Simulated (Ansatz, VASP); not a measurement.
**Two plane-wave programs on NiO**

Contents of INCAR:

```
SYSTEM = NiO
PREC = Accurate
ENCUT = 700
EDIFF = 1E-6
ISMEAR = -1
SIGMA = 0.05
LREAL = .FALSE.
LASPH = .TRUE.
NELM = 200
ALGO = Normal
ISIF = 2
LWAVE = .FALSE.
LCHARG = .FALSE.
ISPIN = 2
MAGMOM = 1 0
LORBIT = 11
LMAXMIX = 4
LDAU = .TRUE.
LDAUTYPE = 2
LDAUL = 2 -1
LDAUU = 6 0
LDAUJ = 0 0
LDAUPRINT = 1
GGA = PE
NBANDS = 23
GGA_COMPAT = .FALSE.
```

The input KPOINTS:

```
Automatic mesh
0
G
  11 11 11
  0 0 0
```

File POSCAR:

```
NiO
1.0
    0.0000000000      2.0913095100      2.0913095100
    2.0913095100      0.0000000000      2.0913095100
    2.0913095100      2.0913095100      0.0000000000
Ni O
1 1
Direct
    0.0000000000      0.0000000000      0.0000000000
    0.5000000000      0.5000000000      0.5000000000
```

File input.yaml:

```yaml
crystal:
  lattice:
    - [0.0, 2.09130951, 2.09130951]
    - [2.09130951, 0.0, 2.09130951]
    - [2.09130951, 2.09130951, 0.0]
  atoms:
    - { symbol: Ni, position: [0.0, 0.0, 0.0], spin: 1.0 }
    - { symbol: O, position: [0.5, 0.5, 0.5] }
hamiltonian:
  xc: pbe
  pseudopotentials: { kind: paw }
  hubbard: { sites: [{ species: Ni, l: d, u_eff: 6.0 }] }
magnetization:
  spin_polarized: true
kpoints:
  mp_grid: { grid: [11, 11, 11] }
  band_path:
    path:
      - [[0.0, 0.0, 0.0], [0.5, 0.0, 0.5], [0.5, 0.25, 0.75], [0.375, 0.375, 0.75], [0.0, 0.0, 0.0], [0.5, 0.5, 0.5], [0.625, 0.25, 0.625], [0.5, 0.25, 0.75], [0.5, 0.5, 0.5], [0.375, 0.375, 0.75]]
      - [[0.625, 0.25, 0.625], [0.5, 0.0, 0.5]]
    npoints: 14
scf:
  occupations: { method: fermi_dirac, width: 0.05 }
  n_extra_bands: 6
output:
  forces: true
  stress: true
  eigenvalues: true
  fatbands: false
```

Alike in both runs: functional PBE; k mesh 11 × 11 × 11; occupations fermi-dirac, width 0.05 eV; collinear spin; Hubbard terms Ni d U = 6.0 eV.

|  | VASP | Ansatz |
| --- | --- | --- |
| version | VASP 6.6.1 | Ansatz 0.2.0 |
| potentials or method | VASP PAW PBE potentials, release 64 (Ni_sv_GW, O) | Ansatz PAW |
| plane-wave cutoff (eV) | 700 | 420 |
| valence electrons in the cell | 24 | 24 |
| task | single point | band structure |

|  | VASP | Ansatz | Ansatz less VASP |
| --- | --- | --- | --- |
| gap on the k mesh at the Fermi level (eV) | 2.32 | 2.18 | -0.140 |
| least direct gap on the mesh (eV) | 3.31 | 2.84 | -0.473 |
| pressure (GPa) | 9.7 | 12.3 | +2.62 |
| net moment per atom (μB) | 1.00 | 1.00 | 0.000 |
| size of the moment on the site where the two differ most (μB) | 1.79 | 1.72 | -0.068 |

Site moments also hang on the region over which each program counts them. The programs project onto different local orbitals, so the same U acts differently, and such runs can settle in different states.

Noted on Ansatz's run: the magnetic or orbital state may not be the lowest.
